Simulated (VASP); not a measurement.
# BaTiO3 (Pm-3m) in VASP: notebook

BaTiO3 is run at these levels: PBEsol, r2SCAN+rVV10; tasks: single point.

Program: VASP 6.6.1. These are calculated values, not measurements. Logs are shortened: lines on timing, memory, paths and dates and some standing lists are left out, and cuts for length are marked.

## 1. The cell of the first run

Symmetry: Pm-3m, No. 221, cubic system. The conventional cell has a = 3.970 Å, b = 3.970 Å, c = 3.970 Å, α = 90.00°, β = 90.00°, γ = 90.00°. Within 3.7 Å of Ba (site symmetry m-3m) lie 12 O at 2.81 Å and 8 Ti at 3.44 Å. Ti (site symmetry m-3m) has 6 O at 1.98 Å within 2.6 Å. O (site symmetry 4/mmm) has 2 Ti at 1.98 Å within 2.6 Å.

## 2. Single point, PBEsol

File INCAR:

```
SYSTEM = BaTiO3
ALGO = Normal ; EDIFF = 1E-6
ENCUT = 520 ; GGA = PS
ISIF = 2 ; ISMEAR = -1
LASPH = .True. ; LCHARG = .True.
LELF = .True. ; LREAL = .False.
LVHAR = .True. ; LWAVE = .False.
NBANDS = 28 ; NELM = 100
PREC = Accurate ; SIGMA = 0.03
```

File KPOINTS:

```
k-points
0
Gamma
  6 6 6
  0 0 0
```

File POSCAR:

```
BaTiO3
1.0
    3.9698010395      0.0000000000      0.0000000000
    0.0000000000      3.9698010395      0.0000000000
    0.0000000000      0.0000000000      3.9698010395
Ba Ti O
1 1 3
Direct
    0.0000000000      0.0000000000      0.0000000000
    0.5000000000      0.5000000000      0.5000000000
    0.5000000000      0.5000000000      0.0000000000
    0.5000000000      0.0000000000      0.5000000000
    0.0000000000      0.5000000000      0.5000000000
```

Potentials or basis: VASP PAW PBE potentials, release 64 (Ba_sv, Ti_sv, O).

Started as:

```bash
$ cat potpaw_PBE.64/Ba_sv/POTCAR potpaw_PBE.64/Ti_sv/POTCAR potpaw_PBE.64/O/POTCAR > POTCAR
$ mpirun -np 1 vasp_std > vasp.out
```

OUTCAR:

```text
SYSTEM = BaTiO3
   EDIFF = 1E-6
   ENCUT = 520
   GGA = PS
   ISIF = 2
   ISMEAR = -1
   LASPH = .True.
   LREAL = .False.
   NELM = 100
   PREC = Accurate

 ion  position               nearest neighbor table
   1  0.000  0.000  0.000-   3 2.81   4 2.81   5 2.81   4 2.81   5 2.81   3 2.81   5 2.81   5 2.81
                             3 2.81   4 2.81   4 2.81   3 2.81   2 3.44   2 3.44   2 3.44   2 3.44
   2  0.500  0.500  0.500-   3 1.98   4 1.98   5 1.98   3 1.98   4 1.98   5 1.98   1 3.44   1 3.44
                             1 3.44   1 3.44   1 3.44   1 3.44   1 3.44   1 3.44
   3  0.500  0.500  0.000-   2 1.98   2 1.98   1 2.81   1 2.81   1 2.81   1 2.81
   4  0.500  0.000  0.500-   2 1.98   2 1.98   1 2.81   1 2.81   1 2.81   1 2.81
   5  0.000  0.500  0.500-   2 1.98   2 1.98   1 2.81   1 2.81   1 2.81   1 2.81

  LATTYP: Found a simple cubic cell.
 ALAT       =     3.9698010395

  Lattice vectors:

 A1 = (   3.9698010395,   0.0000000000,   0.0000000000)
 A2 = (   0.0000000000,   3.9698010395,   0.0000000000)
 A3 = (   0.0000000000,   0.0000000000,   3.9698010395)

Analysis of symmetry for initial positions (statically):
=====================================================================
 Subroutine PRICEL returns:
 Original cell was already a primitive cell.

 Routine SETGRP: Setting up the symmetry group for a
 simple cubic supercell.

 Subroutine GETGRP returns: Found 48 space group operations
 (whereof 48 operations were pure point group operations)
 out of a pool of 48 trial point group operations.

The static configuration has the point symmetry O_h .

Analysis of symmetry for dynamics (positions and initial velocities):
=====================================================================
 Subroutine PRICEL returns:
 Original cell was already a primitive cell.

 Routine SETGRP: Setting up the symmetry group for a
 simple cubic supercell.

 Subroutine GETGRP returns: Found 48 space group operations
 (whereof 48 operations were pure point group operations)
 out of a pool of 48 trial point group operations.

The dynamic configuration has the point symmetry O_h .

 Subroutine INISYM returns: Found 48 space group operations
 (whereof 48 operations are pure point group operations),
 and found     1 'primitive' translations

----------------------------------------------------------------------------------------

[... 93 lines left out ...]
   EDIFF  = 0.1E-05   stopping-criterion for ELM
   LREAL  =      F    real-space projection
   EDIFFG = 0.1E-04   stopping-criterion for IOM
   NSW    =      0    number of steps for IOM
   IBRION =     -1    ionic relax: 0-MD 1-quasi-New 2-CG
   NFREE  =      0    steps in history (QN), initial steepest desc. (CG)
   ISIF   =      2    stress and relaxation
   ISYM   =      2    0-nonsym 1-usesym 2-fastsym
   POTIM  = 0.5000    time-step for ionic-motion
   TEBEG  =    0.0;   TEEND  =   0.0 temperature during run
   PSTRESS=    0.0 pullay stress
   NELECT =      40.0000    total number of electrons
   NUPDOWN=      -1.0000    fix difference up-down
   EMIN   =  10.00;   EMAX   =-10.00  energy-range for DOS
   EFERMI =   0.00;   METHOD = LEGACY
   ISMEAR =    -1;   SIGMA  =   0.03  broadening in eV -4-tet -1-fermi 0-gaus
   EFERMI_NEDOS =   21; number of points for ismear=-14 and -15
   IALGO  =     38    algorithm
   IMIX   =      4    mixing-type and parameters
     AMIX     =   0.40;   BMIX     =  1.00
     AMIX_MAG =   1.60;   BMIX_MAG =  1.00
  volume/ion in A,a.u.               =      12.51        84.44
  Fermi-wavevector in a.u.,A,eV,Ry     =   1.410347  2.665170 27.063072  1.989080
  Thomas-Fermi vector in A             =   2.532310
   LORBIT       =      0    0 simple, 1 ext, 2 COOP (PROOUT), +10 PAW based schemes
   GGA     = PS    functional components
   LHFCALC =     F    Hartree Fock is set to
   AEXX    =    0.0000 exact exchange contribution
   IVDW    =     0    specifies the selected vdW correction
   LEPSILON=     F    determine dielectric tensor
   LRPA    =     F    only Hartree local field effects (RPA)
 non-spin polarized calculation
  energy-cutoff  :      520.00
  volume of cell :       62.56
 maximum number of plane-waves:      1743
 NGX is ok and might be reduce to    30
   NGX = 15   NGY = 15   NGZ = 15

 number of electron      39.9999978 magnetization

 Free energy of the ion-electron system (eV)
  ---------------------------------------------------
  ext. energy  EPLUGINS =         0.00000000
  ---------------------------------------------------
  free energy    TOTEN  =       -41.97614181 eV

  energy without entropy =      -41.97614181  energy(sigma->0) =      -41.97614181

 E-fermi :   4.6125     XC(G=0): -11.6480

 val. band max:        3.8834402885   @ k =   0.5000   0.5000   0.5000
 cond. band min:       5.6274806330   @ k =   0.0000   0.0000   0.0000
 fundamental gap:      1.7440403445
 Fermi energy:         4.6125498285

 k-point     1 :       0.0000    0.0000    0.0000
  band No.  band energies     occupation
      1     -52.3839      2.00000
      2     -28.7223      2.00000
      3     -28.7223      2.00000
      4     -28.7223      2.00000
      5     -20.8228      2.00000
      6     -12.9873      2.00000
[... 609 lines left out ...]
     27      11.8744      0.00000
     28      11.8744      0.00000

------------------------ aborting loop because EDIFF is reached ----------------------------------------

  FORCE on cell =-STRESS in cart. coord.  units (eV):
  Direction    XX          YY          ZZ          XY          YZ          ZX
  --------------------------------------------------------------------------------------
  -------------------------------------------------------------------------------------
  Total        0.7884110      0.7884110      0.7884110      0.0000000      0.0000000     -0.0000000
  in kB       20.1909642     20.1909642     20.1909642      0.0000000      0.0000000     -0.0000000
  external PRESSURE =      20.1909642 kB  Pullay stress =       0.0000000 kB

 VOLUME and BASIS-vectors are now :
 -----------------------------------------------------------------------------
  energy-cutoff  :      520.00
  volume of cell :       62.56
      direct lattice vectors                 reciprocal lattice vectors
     3.969801040  0.000000000  0.000000000     0.251901793  0.000000000  0.000000000
     0.000000000  3.969801040  0.000000000     0.000000000  0.251901793  0.000000000
     0.000000000  0.000000000  3.969801040     0.000000000  0.000000000  0.251901793

 POSITION                                       TOTAL-FORCE (eV/Angst)
 -----------------------------------------------------------------------------------
      0.00000      0.00000      0.00000         0.000000      0.000000      0.000000
      1.98490      1.98490      1.98490         0.000000      0.000000      0.000000
      1.98490      1.98490      0.00000         0.000000      0.000000      0.000000
      1.98490      0.00000      1.98490         0.000000      0.000000      0.000000
      0.00000      1.98490      1.98490         0.000000      0.000000      0.000000
 -----------------------------------------------------------------------------------
    total drift:                                0.000000      0.000000     -0.000000

  FREE ENERGIE OF THE ION-ELECTRON SYSTEM (eV)
  ---------------------------------------------------
  free  energy   TOTEN  =       -41.9761418057 eV

  energy  without entropy=      -41.9761418057  energy(sigma->0) =      -41.97614181
```

OSZICAR:

```text
N       E                     dE             d eps       ncg     rms          rms(c)
DAV:   1     0.438683789953E+03    0.43868E+03   -0.20823E+04  1120   0.156E+03
DAV:   2    -0.568247674905E+01   -0.44437E+03   -0.42396E+03  1296   0.428E+02
DAV:   3    -0.501160483340E+02   -0.44434E+02   -0.43984E+02  1588   0.135E+02
DAV:   4    -0.521707354056E+02   -0.20547E+01   -0.20505E+01  1652   0.247E+01
DAV:   5    -0.522275369047E+02   -0.56801E-01   -0.56796E-01  1492   0.327E+00    0.231E+01
DAV:   6    -0.422060483009E+02    0.10021E+02   -0.51891E+01  1516   0.657E+01    0.975E+00
DAV:   7    -0.421145595597E+02    0.91489E-01   -0.81499E+00  1412   0.205E+01    0.675E+00
DAV:   8    -0.419783823462E+02    0.13618E+00   -0.96303E-01  1356   0.917E+00    0.245E+00
DAV:   9    -0.419930756182E+02   -0.14693E-01   -0.18121E-01  1368   0.272E+00    0.113E+00
DAV:  10    -0.419777007555E+02    0.15375E-01   -0.89049E-02  1396   0.266E+00    0.374E-01
DAV:  11    -0.419762776680E+02    0.14231E-02   -0.96345E-03  1696   0.705E-01    0.834E-02
DAV:  12    -0.419762753803E+02    0.22877E-05   -0.22719E-03  1412   0.459E-01    0.122E-01
DAV:  13    -0.419761406600E+02    0.13472E-03   -0.40857E-04  1452   0.167E-01    0.133E-02
DAV:  14    -0.419761482856E+02   -0.76257E-05   -0.52690E-05  1264   0.647E-02    0.288E-02
DAV:  15    -0.419761441064E+02    0.41793E-05   -0.53074E-06  1240   0.240E-02    0.109E-02
DAV:  16    -0.419761417534E+02    0.23530E-05   -0.58744E-06  1236   0.207E-02    0.335E-03
DAV:  17    -0.419761418057E+02   -0.52400E-07   -0.49344E-07   672   0.504E-03
   1 F= -.41976142E+02 E0= -.41976142E+02  d E =-.128717E-11
```

Run time: 46 s. Hardware: 1 thread of Intel Xeon 6975P-C, shared host; peak memory 0.19 GiB.

Results:

| Quantity | Value |
| --- | --- |
| Free energy | -41.9761 eV |
| Pressure | 2.0 GPa |
| Band gap on the k mesh | 1.74 eV, indirect (least direct gap 1.86 eV) |

Caveat: the PAW data sets were made with another functional, which shifts forces and pressure a little; spin-orbit coupling is left out, which moves the levels of the heavy elements.

## 3. Single point, r2SCAN+rVV10

This run uses another cell than the first one, of 12.63 Å³/atom, 1.010 times its volume.

POSCAR, as its differences from that of step 2:

```diff
@@ -2,5 +2,5 @@
 1.0
-    3.9698010395      0.0000000000      0.0000000000
-    0.0000000000      3.9698010395      0.0000000000
-    0.0000000000      0.0000000000      3.9698010395
+    3.9825764533      0.0000000000      0.0000000000
+    0.0000000000      3.9825764533      0.0000000000
+    0.0000000000      0.0000000000      3.9825764533
 Ba Ti O
```

File INCAR.step1:

```
SYSTEM = BaTiO3
  PREC = Accurate
  ENCUT = 520
  ISMEAR = -1
  SIGMA = 0.03
  LREAL = .False.
  LASPH = .True.
  NELM = 60
  NBANDS = 28
  GGA = PE
  ALGO = Normal
  EDIFF = 1E-4
  LWAVE = .True.
  LCHARG = .False.
```

File INCAR.step2:

```
SYSTEM = BaTiO3
  PREC = Accurate
  ENCUT = 520
  EDIFF = 1E-6
  ISMEAR = -1
  SIGMA = 0.03
  LREAL = .False.
  LASPH = .True.
  NELM = 60
  ALGO = Normal
  ISIF = 2
  LWAVE = .False.
  LCHARG = .False.
  METAGGA = R2SCAN
  LMIXTAU = .True.
  LUSE_VDW = .True.
  IVDW_NL = 2
  BPARAM = 11.95
  CPARAM = 0.0093
  NBANDS = 28
  ISTART = 1
```

File KPOINTS:

```
Automatic mesh
0
Gamma
  8 8 8
  0 0 0
```

Potentials or basis: VASP PAW PBE potentials, release 64 (Ba_sv, Ti_sv, O).

Started as:

```bash
$ cat potpaw_PBE.64/Ba_sv/POTCAR potpaw_PBE.64/Ti_sv/POTCAR potpaw_PBE.64/O/POTCAR > POTCAR
$ cp INCAR.step1 INCAR
$ mpirun -np 1 vasp_std > vasp.out
$ cp INCAR.step2 INCAR
$ mpirun -np 1 vasp_std > vasp.out
```

Wall time 4 min (1 thread of Intel Xeon 6975P-C, shared host); peak memory 0.33 GiB.

The run converged. Its results:

```
Free energy            : -73.3225 eV
Pressure               : 2.3 GPa
Band gap on the k mesh : 2.17 eV, indirect (least direct gap 2.31 eV)
```

Levels at points of the mesh, in eV from the valence-band top:
```
           k point  band 16  band 17  band 18  band 19  band 20  band 21  band 22  band 23  band 24  band 25
(0.00, 0.00, 0.00)    -1.15    -1.15    -0.14    -0.14    -0.14     2.17     2.17     2.17     4.29     4.29
(0.50, 0.00, 0.00)    -1.98    -1.85    -1.85    -0.75    -0.75     2.33     3.94     3.94     4.30     6.46
(0.50, 0.50, 0.00)    -2.75    -1.78    -0.88    -0.88    -0.09     3.95     3.95     4.39     5.22     8.28
(0.50, 0.50, 0.50)    -2.41    -2.41     0.00     0.00     0.00     4.65     4.65     4.65     7.45     7.45
```

Caveat: the PAW data sets were made with another functional, which shifts forces and pressure a little; spin-orbit coupling is left out, which moves the levels of the heavy elements. A k mesh can miss the band edges.
